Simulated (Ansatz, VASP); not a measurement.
NbSi: VASP beside Ansatz

```
Nb Si
1.0
     0.00000    2.52156    2.52156
     2.52156    0.00000    2.52156
     2.52156    2.52156    0.00000
Nb Si
1 1
Cartesian
  0.0000 0.0000 0.0000
  2.5216 2.5216 2.5216
```

Change from the starting cell: volume scaled by 0.9405.

Alike in both runs: task single point; functional PBE; k mesh 14 × 14 × 14; occupations fermi-dirac, width 0.05 eV; no spin polarisation.

|  | VASP | Ansatz |
| --- | --- | --- |
| version | VASP 6.6.1 | Ansatz 0.2.0 |
| potentials or method | VASP PAW PBE potentials, release 64 (Nb_sv, Si), cutoff 520 eV | all-electron LAPW, scalar-relativistic |

Ansatz gave:

* pressure (GPa): 10.4

Estimate VASP's values.

pressure (GPa): 10.2.

Ansatz ran all-electron here, and VASP with PAW potentials.
